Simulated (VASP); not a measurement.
Wanted: the native input for a VASP 6.6.1 run.

* Task: single point
* Functional: RPBE
* Potentials or basis: VASP PAW PBE potentials, release 64 (La)
* Cutoff: 520 eV
* k mesh: 15 × 15 × 9
* Occupations: fermi-dirac, width 0.1 eV
* Spin: no spin polarisation
* Dipole correction: no
* Further INCAR settings: ALGO = Normal; EDIFF = 1e-07; NBANDS = 18

The structure of La lies in POSCAR:

```
La
1.0
    3.8598544743      0.0000000000      0.0000000000
   -1.9299272371      3.3427320297      0.0000000000
    0.0000000000      0.0000000000      6.1830845731
La
2
Direct
    0.3333333333      0.6666666667      0.2500000000
    0.6666666667      0.3333333333      0.7500000000
```

These files were run (other wordings do the same):

INCAR

```
SYSTEM = La
PREC = Accurate
ENCUT = 520
EDIFF = 1E-7
ISMEAR = -1
SIGMA = 0.1
LREAL = .False.
LASPH = .True.
NELM = 60
ALGO = Normal
ISIF = 2
LWAVE = .False.
LCHARG = .False.
GGA = RP
NBANDS = 18
```

KPOINTS

```
Automatic mesh
0
Gamma
  15 15 9
  0 0 0
```

Potentials or basis: VASP PAW PBE potentials, release 64 (La).

The run is started by

```sh
$ cat potpaw_PBE.64/La/POTCAR > POTCAR
$ mpirun -np 1 vasp_std > vasp.out
```

It gave:

- Pressure: 0.0 GPa
- Band gap on the k mesh: zero (bands 11 and 12 overlap by 1.42 eV)

Caveat: the PAW data sets were made with another functional, which shifts forces and pressure a little; spin-orbit coupling is left out, which moves the levels of the heavy elements.

It took 2.6 min on 1 thread of AMD EPYC 9R45 96-Core Processor (Zen 5), with other jobs on the host, peak memory 0.31 GiB.
